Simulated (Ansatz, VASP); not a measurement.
**SnSe2 in VASP and in Ansatz**

Contents of INCAR:

```
PREC = Accurate
ENCUT = 520
EDIFF = 1E-6
ISMEAR = 0
SIGMA = 0.05
LREAL = F
LASPH = T
NELM = 100
ALGO = Normal
ISIF = 2
LWAVE = F
LCHARG = T
LDIPOL = T
IDIPOL = 3
DIPOL = 0.5 0.5 0.396
GGA = PE
IVDW = 12
LELF = T
LVHAR = T
LVACPOTAV = T
NBANDS = 64
```

The input KPOINTS:

```
Automatic mesh
0
Gamma
  3 3 1
```

Contents of POSCAR:

```
SnSe2
1.0
    7.6780971933      0.0000000000      0.0000000000
   -3.8390485966      6.6494272221      0.0000000000
    0.0000000000      0.0000000000     24.2305039992
Se Sn
8 4
Direct
    0.3333333333      0.1666666667      0.3301623441
    0.3333333333      0.6666666667      0.3301623441
    0.8333333333      0.1666666667      0.3301623441
    0.8333333333      0.6666666667      0.3301623441
    0.1668830555      0.3331922391      0.4618430725
    0.1671648565      0.8335103042      0.4618214162
    0.6668831744      0.3335259086      0.4618281996
    0.6660495006      0.8328912171      0.4616601116
   -0.0001962066     -0.0002239465      0.3960448388
    0.0002131831      0.5001224782      0.3960016975
    0.5000279506     -0.0000748072      0.3959566353
    0.4999962617      0.5000410077      0.3959540202
```

Input for Ansatz:

```yaml
crystal:
  lattice:
    - [7.6780971933, 0.0, 0.0]
    - [-3.8390485966, 6.6494272221, 0.0]
    - [0.0, 0.0, 24.2305039992]
  atoms:
    - { symbol: Se, position: [0.3333333333, 0.1666666667, 0.3301623441] }
    - { symbol: Se, position: [0.3333333333, 0.6666666667, 0.3301623441] }
    - { symbol: Se, position: [0.8333333333, 0.1666666667, 0.3301623441] }
    - { symbol: Se, position: [0.8333333333, 0.6666666667, 0.3301623441] }
    - { symbol: Sn, position: [-0.0001962066, -0.0002239465, 0.3960448388] }
    - { symbol: Sn, position: [0.0002131831, 0.5001224782, 0.3960016975] }
    - { symbol: Sn, position: [0.5000279506, -7.48072e-05, 0.3959566353] }
    - { symbol: Sn, position: [0.4999962617, 0.5000410077, 0.3959540202] }
    - { symbol: Se, position: [0.1668830555, 0.3331922391, 0.4618430725] }
    - { symbol: Se, position: [0.1671648565, 0.8335103042, 0.4618214162] }
    - { symbol: Se, position: [0.6668831744, 0.3335259086, 0.4618281996] }
    - { symbol: Se, position: [0.6660495006, 0.8328912171, 0.4616601116] }
basis:
  ecutwfc: 420
kpoints:
  mp_grid: { grid: [3, 3, 1] }
hamiltonian:
  xc: pbe
  dispersion: d3bj
scf:
  occupations: { method: gaussian, width: 0.05 }
output:
  forces: true
  eigenvalues: true
  write_density: true
  volumetric_format: npy
efield:
  axis: 3
  dipole_correction: true
  ramp_width: 0.04
```

Alike in both runs: task single point; functional PBE; dispersion D3(BJ); k mesh 3 × 3 × 1; occupations gaussian, width 0.05 eV; no spin polarisation.

|  | VASP | Ansatz |
| --- | --- | --- |
| version | VASP 6.6.1 | Ansatz 0.2.0 |
| potentials or method | VASP PAW PBE potentials, release 64 (Se, Sn_d), cutoff 520 eV | scalar-relativistic, plane waves, PAW |
| valence electrons in the cell | 104 | 184 |

```tsv
	VASP	Ansatz	Ansatz less VASP
gap on the k mesh at the Fermi level (eV)	0.79	0.79	+0.003
least direct gap on the mesh (eV)	0.86	0.86	+0.003
rms of the force components (eV/Å)	0.013	0.010	-0.0027
```

VASP's potentials hold 104 valence electrons a cell and Ansatz's 184, so a difference there can come from the potentials and not from the codes.
